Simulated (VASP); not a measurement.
# MgI2 (Fm-3m) in VASP: notebook

Aim: see how the results for MgI2 move with the level of theory and the settings. Levels: r2SCAN, PBE. Tasks: single point, relaxation of cell and atoms.

All numbers are computed with VASP 6.6.1; they aren't measurements. Logs are shortened: lines on timing, memory, paths and dates and some standing lists are left out, and cuts for length are marked.

## (1) The cell of the first run

The structure is cubic, space group Fm-3m (No. 225). Conventional cell: a = 7.511 Å, b = 7.511 Å, c = 7.511 Å, α = 90.00°, β = 90.00°, γ = 90.00°. Mg (site symmetry m-3m) has 8 I at 3.25 Å within 4.3 Å. Within 4.3 Å of I (site symmetry -43m) lie 4 Mg at 3.25 Å and 6 I at 3.76 Å.

## (2) Single point, r2SCAN

POSCAR reads:

```
MgI2
1.0
    0.0000000000      3.7557205824      3.7557205824
    3.7557205824      0.0000000000      3.7557205824
    3.7557205824      3.7557205824      0.0000000000
Mg I
1 2
Direct
    0.0000000000      0.0000000000      0.0000000000
    0.2500000000      0.2500000000      0.2500000000
    0.7500000000      0.7500000000      0.7500000000
```

INCAR.step1 reads:

```
SYSTEM = MgI2
PREC     = Accurate       ! precision mode
ENCUT    = 520            ! plane-wave cutoff, eV
ISMEAR   = -1             ! smearing method
SIGMA    = 0.02           ! smearing width, eV
LREAL    = .FALSE.        ! projectors in reciprocal space
LASPH    = .TRUE.         ! aspherical terms in the spheres
NELM     = 60             ! most SCF steps
NBANDS   = 15             ! bands
GGA      = PE             ! functional
ALGO     = Normal         ! electronic algorithm
EDIFF    = 1E-4           ! SCF threshold, eV
LWAVE    = .TRUE.         ! write WAVECAR
LCHARG   = .FALSE.        ! write CHGCAR
```

INCAR.step2 reads:

```
SYSTEM = MgI2
PREC     = Accurate       ! precision mode
ENCUT    = 520            ! plane-wave cutoff, eV
EDIFF    = 1E-6           ! SCF threshold, eV
ISMEAR   = -1             ! smearing method
SIGMA    = 0.02           ! smearing width, eV
LREAL    = .FALSE.        ! projectors in reciprocal space
LASPH    = .TRUE.         ! aspherical terms in the spheres
NELM     = 60             ! most SCF steps
ALGO     = Normal         ! electronic algorithm
ISIF     = 2              ! what is computed and relaxed
LWAVE    = .FALSE.        ! write WAVECAR
LCHARG   = .FALSE.        ! write CHGCAR
METAGGA  = R2SCAN         ! meta-GGA
LMIXTAU  = .TRUE.       
NBANDS   = 15             ! bands
ISTART   = 1
```

KPOINTS reads:

```
regular mesh
0
G
  6 6 6
  0 0 0
```

Potentials or basis: VASP PAW PBE potentials, release 64 (Mg, I).

Command:

```
$ cat potpaw_PBE.64/Mg/POTCAR potpaw_PBE.64/I/POTCAR > POTCAR
$ cp INCAR.step1 INCAR
$ mpirun -np 1 vasp_std > vasp.out
$ cp INCAR.step2 INCAR
$ mpirun -np 1 vasp_std > vasp.out
```

OUTCAR:

```text
SYSTEM = MgI2
   PREC = Accurate
   ENCUT = 520
   EDIFF = 1E-6
   ISMEAR = -1
   LREAL = .FALSE.
   LASPH = .TRUE.
   NELM = 60
   ISIF = 2
   METAGGA = R2SCAN
   ISTART = 1

 ion  position               nearest neighbor table
   1  0.000  0.000  0.000-   3 3.25   3 3.25   3 3.25   2 3.25   3 3.25   2 3.25   2 3.25   2 3.25

   2  0.250  0.250  0.250-   1 3.25   1 3.25   1 3.25   1 3.25
   3  0.750  0.750  0.750-   1 3.25   1 3.25   1 3.25   1 3.25

  LATTYP: Found a face centered cubic cell.
 ALAT       =     7.5114411648

  Lattice vectors:

 A1 = (   0.0000000000,   3.7557205824,   3.7557205824)
 A2 = (   3.7557205824,   0.0000000000,   3.7557205824)
 A3 = (   3.7557205824,   3.7557205824,   0.0000000000)

Analysis of symmetry for initial positions (statically):
=====================================================================
 Subroutine PRICEL returns:
 Original cell was already a primitive cell.

 Routine SETGRP: Setting up the symmetry group for a
 face centered cubic supercell.

 Subroutine GETGRP returns: Found 48 space group operations
 (whereof 48 operations were pure point group operations)
 out of a pool of 48 trial point group operations.

The static configuration has the point symmetry O_h .

Analysis of symmetry for dynamics (positions and initial velocities):
=====================================================================
 Subroutine PRICEL returns:
 Original cell was already a primitive cell.

 Routine SETGRP: Setting up the symmetry group for a
 face centered cubic supercell.

 Subroutine GETGRP returns: Found 48 space group operations
 (whereof 48 operations were pure point group operations)
 out of a pool of 48 trial point group operations.

The dynamic configuration has the point symmetry O_h .

 Subroutine INISYM returns: Found 48 space group operations
 (whereof 48 operations are pure point group operations),
 and found     1 'primitive' translations

----------------------------------------------------------------------------------------

                                     Primitive cell

  volume of cell :     105.9522

  direct lattice vectors                    reciprocal lattice vectors
     0.000000000  3.755720582  3.755720582    -0.133130245  0.133130245  0.133130245
     3.755720582  0.000000000  3.755720582     0.133130245 -0.133130245  0.133130245
     3.755720582  3.755720582  0.000000000     0.133130245  0.133130245 -0.133130245

  length of vectors
     5.311390984  5.311390984  5.311390984     0.230588348  0.230588348  0.230588348

  position of ions in fractional coordinates (direct lattice)
     0.000000000  0.000000000  0.000000000
     0.250000000  0.250000000  0.250000000
     0.750000000  0.750000000  0.750000000

  ion indices of the primitive-cell ions
   primitive index   ion index
                 1           1
                 2           2
                 3           3

----------------------------------------------------------------------------------------

 KPOINTS: regular mesh

Automatic generation of k-mesh.
 Grid dimensions read from file:
 generate k-points for:    6    6    6

 Generating k-lattice:

  Cartesian coordinates                     Fractional coordinates (reciprocal lattice)
    -0.022188374  0.022188374  0.022188374     0.166666667  0.000000000  0.000000000
     0.022188374 -0.022188374  0.022188374     0.000000000  0.166666667  0.000000000
     0.022188374  0.022188374 -0.022188374     0.000000000  0.000000000  0.166666667

  Length of vectors
     0.038431391  0.038431391  0.038431391

  Shift w.r.t. Gamma in fractional coordinates (k-lattice)
     0.000000000  0.000000000  0.000000000

 Subroutine IBZKPT returns following result:
 ===========================================

 Found     16 irreducible k-points:

 Following reciprocal coordinates:
            Coordinates               Weight
  0.000000  0.000000  0.000000      1.000000
  0.166667  0.000000  0.000000      8.000000
  0.333333  0.000000  0.000000      8.000000
  0.500000  0.000000  0.000000      4.000000
  0.166667  0.166667  0.000000      6.000000
  0.333333  0.166667  0.000000     24.000000
[... 8 lines left out ...]
 -0.333333  0.333333  0.166667     24.000000
 -0.333333  0.500000  0.166667     12.000000
   k-points           NKPTS =     16   k-points in BZ     NKDIM =     16   number of bands    NBANDS=     15
   number of dos      NEDOS =    301   number of ions     NIONS =      3
   total plane-waves  NPLWV =  64000
   dimension x,y,z NGX =    40 NGY =   40 NGZ =   40
   dimension x,y,z NGXF=    80 NGYF=   80 NGZF=   80
   ions per type =               1   2
   NGX,Y,Z   is equivalent  to a cutoff of  12.52, 12.52, 12.52 a.u.
   NGXF,Y,Z  is equivalent  to a cutoff of  25.04, 25.04, 25.04 a.u.
 SYSTEM =  MgI2
   PREC   = accura    normal or accurate (medium, high low for compatibility)
   ISTART =      1    job   : 0-new  1-cont  2-samecut
   ICHARG =      0    charge: 1-file 2-atom 10-const
   ISPIN  =      1    spin polarized calculation?
   LNONCOLLINEAR =      F non collinear calculations
   LSORBIT =      F    spin-orbit coupling
   LASPH  =      T    aspherical Exc in radial PAW
   ENCUT  =  520.0 eV  38.22 Ry    6.18 a.u.   9.88  9.88  9.88*2*pi/ulx,y,z
   NELM   =     60;   NELMIN=  2; NELMDL=  0     # of ELM steps
   EDIFF  = 0.1E-05   stopping-criterion for ELM
   LREAL  =      F    real-space projection
   EDIFFG = 0.1E-04   stopping-criterion for IOM
   NSW    =      0    number of steps for IOM
   IBRION =     -1    ionic relax: 0-MD 1-quasi-New 2-CG
   NFREE  =      0    steps in history (QN), initial steepest desc. (CG)
   ISIF   =      2    stress and relaxation
   ISYM   =      2    0-nonsym 1-usesym 2-fastsym
   POTIM  = 0.5000    time-step for ionic-motion
   TEBEG  =    0.0;   TEEND  =   0.0 temperature during run
   PSTRESS=    0.0 pullay stress
   NELECT =      16.0000    total number of electrons
   NUPDOWN=      -1.0000    fix difference up-down
   EMIN   =  10.00;   EMAX   =-10.00  energy-range for DOS
   EFERMI =   0.00;   METHOD = LEGACY
   ISMEAR =    -1;   SIGMA  =   0.02  broadening in eV -4-tet -1-fermi 0-gaus
   EFERMI_NEDOS =   21; number of points for ismear=-14 and -15
   IALGO  =     38    algorithm
   IMIX   =      4    mixing-type and parameters
     AMIX     =   0.40;   BMIX     =  1.00
     AMIX_MAG =   1.60;   BMIX_MAG =  1.00
  volume/ion in A,a.u.               =      35.32       238.33
  Fermi-wavevector in a.u.,A,eV,Ry     =   0.871789  1.647443 10.340654  0.760017
  Thomas-Fermi vector in A             =   1.990947
   LORBIT       =      0    0 simple, 1 ext, 2 COOP (PROOUT), +10 PAW based schemes
   METAGGA = R2SCAN    functional components
   LHFCALC =     F    Hartree Fock is set to
   AEXX    =    0.0000 exact exchange contribution
   IVDW    =     0    specifies the selected vdW correction
   LEPSILON=     F    determine dielectric tensor
   LRPA    =     F    only Hartree local field effects (RPA)
 non-spin polarized calculation
  energy-cutoff  :      520.00
  volume of cell :      105.95
 maximum number of plane-waves:      2884
   NGX = 19   NGY = 19   NGZ = 19

 number of electron      16.0000001 magnetization

 Free energy of the ion-electron system (eV)
  ---------------------------------------------------
  ext. energy  EPLUGINS =         0.00000000
  ---------------------------------------------------
  free energy    TOTEN  =       -55.45767991 eV

  energy without entropy =      -55.45767991  energy(sigma->0) =      -55.45767991

 E-fermi :   3.4506     XC(G=0):  -8.4832

 val. band max:        3.0483844864   @ k =   0.5000   0.5000   0.0000
 cond. band min:       4.3429805633   @ k =   0.0000   0.0000   0.0000
 fundamental gap:      1.2945960770
 Fermi energy:         3.4506345623

 k-point     1 :       0.0000    0.0000    0.0000
  band No.  band energies     occupation
      1     -10.3009      2.00000
      2      -8.6238      2.00000
      3      -0.0029      2.00000
      4      -0.0029      2.00000
      5      -0.0029      2.00000
      6       1.8965      2.00000
      7       1.8965      2.00000
      8       1.8965      2.00000
      9       4.3430      0.00000
     10       6.5811      0.00000
     11       6.5811      0.00000
     12       6.5811      0.00000
     13       8.7894      0.00000
     14       8.7894      0.00000
     15       9.9425      0.00000

 k-point     2 :       0.1667    0.0000    0.0000
  band No.  band energies     occupation
      1     -10.1957      2.00000
      2      -8.7434      2.00000
      3      -0.0479      2.00000
      4       0.0503      2.00000
      5       0.0503      2.00000
      6       1.3207      2.00000
      7       1.6526      2.00000
      8       1.6526      2.00000
      9       5.0981      0.00000
     10       6.8670      0.00000
     11       6.8949      0.00000
     12       6.8949      0.00000
     13       9.3548      0.00000
     14       9.3548      0.00000
     15      10.6960      0.00000

 k-point     3 :       0.3333    0.0000    0.0000
  band No.  band energies     occupation
      1      -9.9029      2.00000
      2      -9.0645      2.00000
      3      -0.1980      2.00000
      4       0.2305      2.00000
      5       0.2306      2.00000
      6       0.6819      2.00000
      7       1.1329      2.00000
      8       1.1329      2.00000
      9       5.9099      0.00000
     10       7.7863      0.00000
     11       7.7863      0.00000
     12       8.2879      0.00000
     13      10.5010      0.00000
     14      10.5010      0.00000
     15      11.0247      0.00000

 k-point     4 :       0.5000    0.0000    0.0000
  band No.  band energies     occupation
      1      -9.4976      2.00000
      2      -9.4840      2.00000
      3      -0.3096      2.00000
      4       0.4818      2.00000
      5       0.4819      2.00000
      6       0.4865      2.00000
      7       0.7281      2.00000
      8       0.7281      2.00000
      9       6.2835      0.00000
     10       8.6673      0.00000
     11       8.6673      0.00000
     12       9.3614      0.00000
     13      10.1769      0.00000
     14      10.1769      0.00000
     15      10.7600      0.00000
[... 163 lines left out ...]
 k-point    14 :       0.5000    0.3333    0.1667
  band No.  band energies     occupation
      1      -9.7380      2.00000
      2      -9.1778      2.00000
      3      -1.1853      2.00000
      4      -0.7314      2.00000
      5       0.0034      2.00000
      6       1.1890      2.00000
      7       1.8892      2.00000
      8       2.4967      2.00000
      9       5.3716      0.00000
     10       7.7873      0.00000
     11       8.6607      0.00000
     12       9.3908      0.00000
     13       9.4985      0.00000
     14      10.9870      0.00000
     15      12.0740      0.00000

 k-point    15 :      -0.3333    0.3333    0.1667
  band No.  band energies     occupation
      1      -9.4539      2.00000
      2      -9.4503      2.00000
      3      -1.4463      2.00000
      4      -0.9141      2.00000
      5       0.5276      2.00000
      6       0.5442      2.00000
      7       2.3318      2.00000
      8       2.4948      2.00000
      9       5.6564      0.00000
     10       7.7948      0.00000
     11       9.0260      0.00000
     12       9.3587      0.00000
     13      10.0373      0.00000
     14      11.0926      0.00000
     15      11.9075      0.00000

 k-point    16 :      -0.3333    0.5000    0.1667
  band No.  band energies     occupation
      1      -9.5707      2.00000
      2      -9.2976      2.00000
      3      -1.7328      2.00000
      4      -1.0323      2.00000
      5      -0.1562      2.00000
      6       1.4135      2.00000
      7       2.6304      2.00000
      8       2.9209      2.00000
      9       5.1766      0.00000
     10       8.0556      0.00000
     11       8.6317      0.00000
     12       9.5781      0.00000
     13      11.0851      0.00000
     14      11.2377      0.00000
     15      11.4538      0.00000

------------------------ aborting loop because EDIFF is reached ----------------------------------------

  FORCE on cell =-STRESS in cart. coord.  units (eV):
  Direction    XX          YY          ZZ          XY          YZ          ZX
  --------------------------------------------------------------------------------------
  -------------------------------------------------------------------------------------
  Total       -0.0731578     -0.0731578     -0.0731578     -0.0000000      0.0000000      0.0000000
  in kB       -1.1062714     -1.1062714     -1.1062714     -0.0000000      0.0000000      0.0000000
  external PRESSURE =      -1.1062714 kB  Pullay stress =       0.0000000 kB

 VOLUME and BASIS-vectors are now :
 -----------------------------------------------------------------------------
  energy-cutoff  :      520.00
  volume of cell :      105.95
      direct lattice vectors                 reciprocal lattice vectors
     0.000000000  3.755720582  3.755720582    -0.133130245  0.133130245  0.133130245
     3.755720582  0.000000000  3.755720582     0.133130245 -0.133130245  0.133130245
     3.755720582  3.755720582  0.000000000     0.133130245  0.133130245 -0.133130245

 POSITION                                       TOTAL-FORCE (eV/Angst)
 -----------------------------------------------------------------------------------
      0.00000      0.00000      0.00000        -0.000000     -0.000000     -0.000000
      1.87786      1.87786      1.87786         0.000000      0.000000      0.000000
      5.63358      5.63358      5.63358        -0.000000     -0.000000     -0.000000
 -----------------------------------------------------------------------------------
    total drift:                                0.000000     -0.000000      0.000000

  FREE ENERGIE OF THE ION-ELECTRON SYSTEM (eV)
  ---------------------------------------------------
  free  energy   TOTEN  =       -55.4576799099 eV

  energy  without entropy=      -55.4576799099  energy(sigma->0) =      -55.45767991
```

Run time: 85 s. Hardware: 1 thread of Intel Xeon Platinum 8488C (Sapphire Rapids), shared host; peak memory 0.27 GiB.

What came out:

- Free energy: -55.4577 eV
- Pressure: -0.1 GPa
- Band gap on the k mesh: 1.29 eV (least direct gap 1.51 eV)

Caveat: the PAW data sets were made with another functional, which shifts forces and pressure a little; spin-orbit coupling is left out, which moves the levels of the heavy elements.

[end of part 1 of 3]
